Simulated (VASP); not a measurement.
A run of VASP 6.6.1 is set up as follows.

The input POSCAR:

```
Re
1.0
    2.7598270443      0.0000000000      0.0000000000
   -1.3799135221      2.3900803304      0.0000000000
    0.0000000000      0.0000000000      4.4572270891
Re
2
Direct
    0.3333333333      0.6666666667      0.2500000000
    0.6666666667      0.3333333333      0.7500000000
```

File INCAR.step1:

```
ALGO = Normal
EDIFF = 1E-4
ENCUT = 520
GGA = PE
ISMEAR = 0
LASPH = T
LCHARG = F
LREAL = F
LWAVE = T
NBANDS = 14
NELM = 100
PREC = Accurate
SIGMA = 0.1
```

The input INCAR.step2:

```
ALGO = Normal
EDIFF = 1E-7
ENCUT = 520
ISIF = 2
ISMEAR = 0
ISTART = 1
LASPH = T
LCHARG = F
LMIXTAU = T
LREAL = F
LWAVE = F
METAGGA = R2SCAN
NBANDS = 14
NELM = 100
PREC = Accurate
SIGMA = 0.1
```

The input KPOINTS:

```
k-points
0
Gamma
  13 13 7
```

Potentials or basis: VASP PAW PBE potentials, release 64 (Re).

The run is started by

```console
$ cat potpaw_PBE.64/Re/POTCAR > POTCAR
$ cp INCAR.step1 INCAR
$ mpirun -np 1 vasp_std > vasp.out
$ cp INCAR.step2 INCAR
$ mpirun -np 1 vasp_std > vasp.out
```

(1) Predict the band gap on the k mesh.

(2) Predict the pressure.

Answers

(1) zero (bands 7 and 8 overlap by 2.80 eV).

(2) -0.2 GPa.

Caveat: the PAW data sets were made with another functional, which shifts forces and pressure a little; spin-orbit coupling is left out, which moves the levels of the heavy elements.
